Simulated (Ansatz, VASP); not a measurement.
**One calculation of PdRu3Pt, two programs**

```
Ru Pd Pt
1.0
     4.74195    0.00000    0.00000
     0.00000    4.74195    0.00000
     0.00000    0.00000    4.74195
Ru Pd Pt
3 1 1
Direct
  0.00000 0.50000 0.50000
  0.50000 0.50000 0.00000
  0.50000 0.00000 0.50000
  0.00000 0.00000 0.00000
  0.50000 0.50000 0.50000
```

Change from the starting cell: species swapped into the Mn3SnN type (Pm-3m, No. 221).

Alike in both runs: functional PBE; k mesh 8 × 8 × 8; occupations gaussian, width 0.1 eV; collinear spin.

Ansatz relaxed the structure, and its values are those at the end. VASP's run is a single point on that final structure, the one shown.

|  | VASP | Ansatz |
| --- | --- | --- |
| version | VASP 6.6.1 | Ansatz 0.2.0 |
| potentials or method | VASP PAW PBE potentials, release 64 (Ru_pv, Pd, Pt), cutoff 520 eV | scalar-relativistic, plane waves, PAW |
| valence electrons in the cell | 62 | 84 |

```csv
,VASP,Ansatz,Ansatz less VASP
gap on the k mesh at the Fermi level (eV),none,none,-
pressure (GPa),-0.2,0.0,+0.13
net moment per atom (μB),1.10,1.11,+0.005
size of the moment on the site where the two differ most (μB),1.61,1.43,-0.176
```

Site moments also hang on the region over which each program counts them. A gap of «none» marks a metal or a gap that the smearing closes. The functional is the same, so the differences come from potentials, cutoffs and numerics. VASP's potentials hold 62 valence electrons a cell and Ansatz's 84, so a difference there can come from the potentials and not from the codes.

Neither program's run includes spin-orbit coupling.
